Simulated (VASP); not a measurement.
# Cr in VASP: notebook

Cr is run at these levels: PBE; tasks: density of states, electric field gradients.

All numbers are computed with VASP 6.6.1; they aren't measurements. Logs are shortened: lines on timing, memory, paths and dates and some standing lists are left out, and cuts for length are marked.

## Step 1: The cell of the first run

It takes space group P6_3/mmc (No. 194, hexagonal). Conventional cell: a = 2.485 Å, b = 2.485 Å, c = 4.456 Å, α = 90.00°, β = 90.00°, γ = 120.00°. Cr (site symmetry -6m2) has 12 Cr at 2.49 to 2.65 Å within 3.3 Å.

## Step 2: Density of states, PBE, collinear spin, ferromagnetic start

Input file POSCAR:

```
Cr
1.0
    2.4853037499      0.0000000000      0.0000000000
   -1.2426518750      2.1523361835      0.0000000000
    0.0000000000      0.0000000000      4.4556379480
Cr
2
Direct
    0.3333333333      0.6666666667      0.2500000000
    0.6666666667      0.3333333333      0.7500000000
```

Input file INCAR.step1:

```
  ALGO = Normal
  EDIFF = 1E-6
  ENCUT = 520
  GGA = PE
  ISIF = 2
  ISMEAR = -1
  ISPIN = 2
  LASPH = True
  LCHARG = True
  LMAXMIX = 4
  LREAL = False
  LWAVE = False
  MAGMOM = 3 3
  NBANDS = 23
  NELM = 150
  PREC = Accurate
  SIGMA = 0.05
```

Input file KPOINTS.step1:

```
k-points
0
Gamma
  17 17 9
```

Input file INCAR.step2:

```
  ALGO = Normal
  EDIFF = 1E-6
  ENCUT = 520
  GGA = PE
  ICHARG = 11
  ISIF = 2
  ISMEAR = -5
  ISPIN = 2
  LASPH = True
  LCHARG = False
  LMAXMIX = 4
  LORBIT = 11
  LREAL = False
  LWAVE = False
  MAGMOM = 3 3
  NEDOS = 1001
  NELM = 150
  PREC = Accurate
  SIGMA = 0.05
```

Input file KPOINTS.step2:

```
k-points
0
Gamma
  26 26 14
```

Potentials or basis: VASP PAW PBE potentials, release 64 (Cr_pv).

Run with:

```sh
$ cat potpaw_PBE.64/Cr_pv/POTCAR > POTCAR
$ cp INCAR.step1 INCAR
$ cp KPOINTS.step1 KPOINTS
$ mpirun -np 1 vasp_std > vasp.out
$ cp INCAR.step2 INCAR
$ cp KPOINTS.step2 KPOINTS
$ mpirun -np 1 vasp_std > vasp.out
```

OUTCAR:

```text
EDIFF = 1E-6
   ENCUT = 520
   GGA = PE
   ICHARG = 11
   ISIF = 2
   ISMEAR = -5
   ISPIN = 2
   LASPH = True
   LORBIT = 11
   LREAL = False
   NELM = 150
   PREC = Accurate

 ion  position               nearest neighbor table
   1  0.333  0.667  0.250-   2 2.65   2 2.65   2 2.65   2 2.65   2 2.65   2 2.65
   2  0.667  0.333  0.750-   1 2.65   1 2.65   1 2.65   1 2.65   1 2.65   1 2.65

  LATTYP: Found a hexagonal cell.
 ALAT       =     2.4853037499
 C/A-ratio  =     1.7927941195

  Lattice vectors:

 A1 = (   2.4853037499,   0.0000000000,   0.0000000000)
 A2 = (  -1.2426518750,   2.1523361835,   0.0000000000)
 A3 = (   0.0000000000,   0.0000000000,   4.4556379480)

Analysis of symmetry for initial positions (statically):
=====================================================================
 Subroutine PRICEL returns:
 Original cell was already a primitive cell.

 Routine SETGRP: Setting up the symmetry group for a
 hexagonal supercell.

 Subroutine GETGRP returns: Found 24 space group operations
 (whereof 12 operations were pure point group operations)
 out of a pool of 24 trial point group operations.

The static configuration has the point symmetry D_3d.
 The point group associated with its full space group is D_6h.

Analysis of symmetry for dynamics (positions and initial velocities):
=====================================================================
 Subroutine PRICEL returns:
 Original cell was already a primitive cell.

 Routine SETGRP: Setting up the symmetry group for a
 hexagonal supercell.

 Subroutine GETGRP returns: Found 24 space group operations
 (whereof 12 operations were pure point group operations)
 out of a pool of 24 trial point group operations.

The dynamic configuration has the point symmetry D_3d.
 The point group associated with its full space group is D_6h.

Analysis of structural, dynamic, and magnetic symmetry:
=====================================================================
 Subroutine PRICEL returns:
 Original cell was already a primitive cell.

 Routine SETGRP: Setting up the symmetry group for a
 hexagonal supercell.

 Subroutine GETGRP returns: Found 24 space group operations
 (whereof 12 operations were pure point group operations)
 out of a pool of 24 trial point group operations.

The overall configuration has the point symmetry D_3d.
 The point group associated with its full space group is D_6h.
[... 113 lines left out ...]
   NUPDOWN=      -1.0000    fix difference up-down
   EMIN   =  10.00;   EMAX   =-10.00  energy-range for DOS
   EFERMI =   0.00;   METHOD = LEGACY
   ISMEAR =    -5;   SIGMA  =   0.05  broadening in eV -4-tet -1-fermi 0-gaus
   EFERMI_NEDOS =   21; number of points for ismear=-14 and -15
   IALGO  =     38    algorithm
   IMIX   =      4    mixing-type and parameters
     AMIX     =   0.40;   BMIX     =  1.00
     AMIX_MAG =   1.60;   BMIX_MAG =  1.00
  volume/ion in A,a.u.               =      11.92        80.42
  Fermi-wavevector in a.u.,A,eV,Ry     =   1.640887  3.100827 36.633838  2.692511
  Thomas-Fermi vector in A             =   2.731450
   LORBIT       =     11    0 simple, 1 ext, 2 COOP (PROOUT), +10 PAW based schemes
   GGA     = PE    functional components
   LHFCALC =     F    Hartree Fock is set to
   AEXX    =    0.0000 exact exchange contribution
   IVDW    =     0    specifies the selected vdW correction
   LEPSILON=     F    determine dielectric tensor
   LRPA    =     F    only Hartree local field effects (RPA)
 spin polarized calculation
 Fermi weights with tetrahedron method with Bloechl corrections
  energy-cutoff  :      520.00
  volume of cell :       23.83
 maximum number of plane-waves:       665

 number of electron      23.9999997 magnetization       0.0001824

 Free energy of the ion-electron system (eV)
  ---------------------------------------------------
  ext. energy  EPLUGINS =         0.00000000
  ---------------------------------------------------
  free energy    TOTEN  =       -18.22411522 eV

  energy without entropy =      -18.22411522  energy(sigma->0) =      -18.22411522

 E-fermi :  10.3842     XC(G=0): -13.4701

 val. band max:       10.4160136789   @ k =   0.4231   0.1154   0.5000
 cond. band min:      10.3519275761   @ k =   0.1538   0.1538   0.0000
 fundamental gap:     -0.0640861028
 Fermi energy:        10.3842375020

 spin component 1

 k-point     1 :       0.0000    0.0000    0.0000
  band No.  band energies     occupation
      1     -32.8820      1.00000
      2     -32.2227      1.00000
      3     -32.0541      1.00000
      4     -32.0541      1.00000
      5     -31.9916      1.00000
      6     -31.9916      1.00000
[... 517 lines left out ...]
     18      17.8241      0.00000
     19      17.8257      0.00000

 [... further k-points ...]

 spin component 2

 k-point     1 :       0.0000    0.0000    0.0000
  band No.  band energies     occupation
      1     -32.8818      1.00000
      2     -32.2226      1.00000
      3     -32.0540      1.00000
      4     -32.0540      1.00000
      5     -31.9914      1.00000
      6     -31.9914      1.00000
[... 517 lines left out ...]
     18      17.8239      0.00000
     19      17.8260      0.00000

 [... further k-points ...]
[... 5 lines left out ...]
  --------------------------------------------------------------------------------------
  -------------------------------------------------------------------------------------
  Total       -0.2186961     -0.2186961     -0.2376974      0.0000000     -0.0000000      0.0000000
  in kB      -14.7011767    -14.7011767    -15.9784806      0.0000000     -0.0000000      0.0000000
  external PRESSURE =     -15.1269447 kB  Pullay stress =       0.0000000 kB

 VOLUME and BASIS-vectors are now :
 -----------------------------------------------------------------------------
  energy-cutoff  :      520.00
  volume of cell :       23.83
      direct lattice vectors                 reciprocal lattice vectors
     2.485303750  0.000000000  0.000000000     0.402365304  0.232305717  0.000000000
    -1.242651875  2.152336184  0.000000000     0.000000000  0.464611434  0.000000000
     0.000000000  0.000000000  4.455637948     0.000000000  0.000000000  0.224434752

 POSITION                                       TOTAL-FORCE (eV/Angst)
 -----------------------------------------------------------------------------------
     -0.00000      1.43489      1.11391        -0.000000      0.000000      0.000000
      1.24265      0.71745      3.34173         0.000000     -0.000000      0.000000
 -----------------------------------------------------------------------------------
    total drift:                               -0.000000      0.000000     -0.000000

  FREE ENERGIE OF THE ION-ELECTRON SYSTEM (eV)
  ---------------------------------------------------
  free  energy   TOTEN  =       -18.2241152249 eV

  energy  without entropy=      -18.2241152249  energy(sigma->0) =      -18.22411522

 total charge

# of ion       s       p       d       tot
------------------------------------------
    1        0.441   6.372   4.208  11.022
    2        0.441   6.372   4.208  11.022
--------------------------------------------------
tot          0.883  12.744   8.417  22.043

 magnetization (x)

# of ion       s       p       d       tot
------------------------------------------
    1        0.000   0.000   0.000   0.000
    2        0.000   0.000   0.000   0.000
--------------------------------------------------
tot          0.000   0.000   0.000   0.000
```

OUTCAR.step1:

```text
EDIFF = 1E-6
   ENCUT = 520
   GGA = PE
   ISIF = 2
   ISMEAR = -1
[... 1495 lines left out ...]
 -----------------------------------------------------------------------------------
     -0.00000      1.43489      1.11391        -0.000000      0.000000      0.000000
      1.24265      0.71745      3.34173         0.000000      0.000000      0.000000
 -----------------------------------------------------------------------------------
    total drift:                               -0.000000      0.000000     -0.000000

  FREE ENERGIE OF THE ION-ELECTRON SYSTEM (eV)
  ---------------------------------------------------
  free  energy   TOTEN  =       -18.2378517669 eV

  energy  without entropy=      -18.2125914391  energy(sigma->0) =      -18.22522160
```

It took 2.6 min on 1 thread of Intel Xeon 6975P-C (Granite Rapids), shared host; peak memory 0.47 GiB.

What came out:

```
Net moment                                            : 0.00 μB per cell
Valence electrons inside the program's atomic spheres : Cr 11.02
```

Caveat: the starting moments collapsed, and a magnetic state may lie lower; tetrahedron occupations give inexact forces and stress in metals.

## Step 3: Electric field gradients, PBE, collinear spin, ferromagnetic start (volume scaled by 0.98)

Input file INCAR:

```
PREC = Accurate
ENCUT = 520
EDIFF = 1E-8
ISMEAR = -1
SIGMA = 0.05
LREAL = F
LASPH = T
NELM = 150
ALGO = Normal
ISIF = 2
LWAVE = F
LCHARG = F
ISPIN = 2
MAGMOM = 3 3
LORBIT = 11
LMAXMIX = 4
GGA = PE
LEFG = T
NBANDS = 23
```

Input file KPOINTS:

```
Automatic mesh
0
Gamma
  17 17 9
```

Input file POSCAR:

```
Cr
1.0
    2.4686233564      0.0000000000      0.0000000000
   -1.2343116782      2.1378905390      0.0000000000
    0.0000000000      0.0000000000      4.4257334366
Cr
2
Direct
    0.3333333333      0.6666666667      0.2500000000
    0.6666666667      0.3333333333      0.7500000000
```

Potentials or basis: VASP PAW PBE potentials, release 64 (Cr_pv).

Run with:

```sh
$ cat potpaw_PBE.64/Cr_pv/POTCAR > POTCAR
$ mpirun -np 1 vasp_std > vasp.out
```

OUTCAR:

```text
PREC = Accurate
   ENCUT = 520
   EDIFF = 1E-8
   ISMEAR = -1
   LREAL = F
   LASPH = T
   NELM = 150
   ISIF = 2
   ISPIN = 2
   LORBIT = 11
   GGA = PE

 ion  position               nearest neighbor table
   1  0.333  0.667  0.250-   2 2.63   2 2.63   2 2.63   2 2.63   2 2.63   2 2.63
   2  0.667  0.333  0.750-   1 2.63   1 2.63   1 2.63   1 2.63   1 2.63   1 2.63

  LATTYP: Found a hexagonal cell.
 ALAT       =     2.4686233564
 C/A-ratio  =     1.7927941195

  Lattice vectors:

 A1 = (   2.4686233564,   0.0000000000,   0.0000000000)
 A2 = (  -1.2343116782,   2.1378905390,   0.0000000000)
 A3 = (   0.0000000000,   0.0000000000,   4.4257334366)

Analysis of symmetry for initial positions (statically):
=====================================================================
 Subroutine PRICEL returns:
 Original cell was already a primitive cell.

 Routine SETGRP: Setting up the symmetry group for a
 hexagonal supercell.

 Subroutine GETGRP returns: Found 24 space group operations
 (whereof 12 operations were pure point group operations)
 out of a pool of 24 trial point group operations.

The static configuration has the point symmetry D_3d.
 The point group associated with its full space group is D_6h.

Analysis of symmetry for dynamics (positions and initial velocities):
=====================================================================
 Subroutine PRICEL returns:
 Original cell was already a primitive cell.

[... 1431 lines left out ...]
     23      26.0408      0.00000

 [... further k-points ...]
[... 5 lines left out ...]
  --------------------------------------------------------------------------------------
  -------------------------------------------------------------------------------------
  Total        0.6821865      0.6821865      0.6137273     -0.0000000      0.0000000      0.0000000
  in kB       46.7937843     46.7937843     42.0979024     -0.0000000      0.0000000      0.0000000
  external PRESSURE =      45.2284903 kB  Pullay stress =       0.0000000 kB

 VOLUME and BASIS-vectors are now :
 -----------------------------------------------------------------------------
  energy-cutoff  :      520.00
  volume of cell :       23.36
      direct lattice vectors                 reciprocal lattice vectors
     2.468623356  0.000000000  0.000000000     0.405084071  0.233875398  0.000000000
    -1.234311678  2.137890539  0.000000000     0.000000000  0.467750795  0.000000000
     0.000000000  0.000000000  4.425733437     0.000000000  0.000000000  0.225951250

 POSITION                                       TOTAL-FORCE (eV/Angst)
 -----------------------------------------------------------------------------------
     -0.00000      1.42526      1.10643        -0.000000     -0.000000      0.000000
      1.23431      0.71263      3.31930         0.000000      0.000000      0.000000
 -----------------------------------------------------------------------------------
    total drift:                               -0.000000      0.000000     -0.000000

  FREE ENERGIE OF THE ION-ELECTRON SYSTEM (eV)
  ---------------------------------------------------
  free  energy   TOTEN  =       -18.2316543909 eV

  energy  without entropy=      -18.2069851633  energy(sigma->0) =      -18.21931978

 Electric field gradients (V/A^2)
---------------------------------------------------------------------
 ion       V_xx      V_yy      V_zz      V_xy      V_xz      V_yz
---------------------------------------------------------------------
   1      -4.593    -4.596     9.189    -0.002    -0.000    -0.000
   2      -4.593    -4.596     9.189    -0.002    -0.000    -0.000
---------------------------------------------------------------------

 Electric field gradients after diagonalization (V/A^2)
 (convention: |V_zz| > |V_xx| > |V_yy|)
----------------------------------------------------------------------
 ion       V_xx      V_yy      V_zz     asymmetry (V_yy - V_xx)/ V_zz
----------------------------------------------------------------------
   1      -4.597    -4.592     9.189       0.000
   2      -4.597    -4.592     9.189       0.000
----------------------------------------------------------------------

           NMR quadrupolar parameters

 Cq : quadrupolar parameter    Cq=e*Q*V_zz/h
 eta: asymmetry parameters     (V_yy - V_xx)/ V_zz
 Q  : nuclear electric quadrupole moment in mb (millibarn)
----------------------------------------------------------------------
 ion       Cq(MHz)       eta       Q (mb)
----------------------------------------------------------------------
   1       0.022       0.000       1.000
   2       0.022       0.000       1.000
----------------------------------------------------------------------

 total charge

# of ion       s       p       d       tot
------------------------------------------
    1        0.449   6.383   4.234  11.065
    2        0.449   6.383   4.234  11.065
--------------------------------------------------
tot          0.897  12.765   8.468  22.131

 magnetization (x)

# of ion       s       p       d       tot
------------------------------------------
    1        0.000  -0.000  -0.000  -0.000
    2        0.000  -0.000  -0.000  -0.000
--------------------------------------------------
tot          0.000  -0.000  -0.000  -0.000
```

It took 77 s on 1 thread of Intel Xeon 6975P-C (Granite Rapids), shared host; peak memory 0.23 GiB.

What came out:

```
Free energy                                           : -18.2317 eV
Pressure                                              : 4.5 GPa
Band gap on the k mesh                                : zero (filled and empty bands overlap)
Net moment                                            : 0.00 μB per cell
Valence electrons inside the program's atomic spheres : Cr 11.06
```

Electric field gradients, principal values (V/Å²):
| atom | least | middle | greatest (by size) |
| --- | --- | --- | --- |
| 1 Cr | -4.592 | -4.597 | 9.189 |
| 2 Cr | -4.592 | -4.597 | 9.189 |

Caveat: the starting moments collapsed, and a magnetic state may lie lower; without QUAD_EFG the Cq values of the log hold for a quadrupole moment of 1 mb, not for the nuclei.

(Continued in part 2 of 2.)
